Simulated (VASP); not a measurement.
Runs of VASP 6.6.1 on BaTiO3. The structure is that of space group Pm-3m (No. 221), or close to it. The cells are those of the table. 

| cell | gap on the mesh (eV) | pressure (GPa) |
| --- | --- | --- |
| a = 4.006 Å, 5 atoms | 1.66 | (b) |
| a = 3.839 Å, 5 atoms | (c) | (a) |
| a = 3.952 Å, 5 atoms | 1.73 | -0.3 |
| a = 4.160 Å, 5 atoms | 1.44 | -21.3 |

Alike in all rows: task single point; level LDA; potentials or basis VASP PAW LDA potentials, release 64 (Ba_sv, Ti_sv, O_h); no spin polarisation; k mesh 6 × 6 × 6; cutoff (eV) 1340; smearing gaussian 0.01 eV.

Question: Fill in the values left out.

Answer: (a) 20.2; (b) -7.5; (c) 1.87.

Caveats: spin-orbit coupling is left out, which moves the levels of the heavy elements; the cell stands under tension (at least some runs); the cell stands under pressure (at least some runs).

A k mesh can miss the band edges, and the runs leave out spin-orbit coupling on Ba.
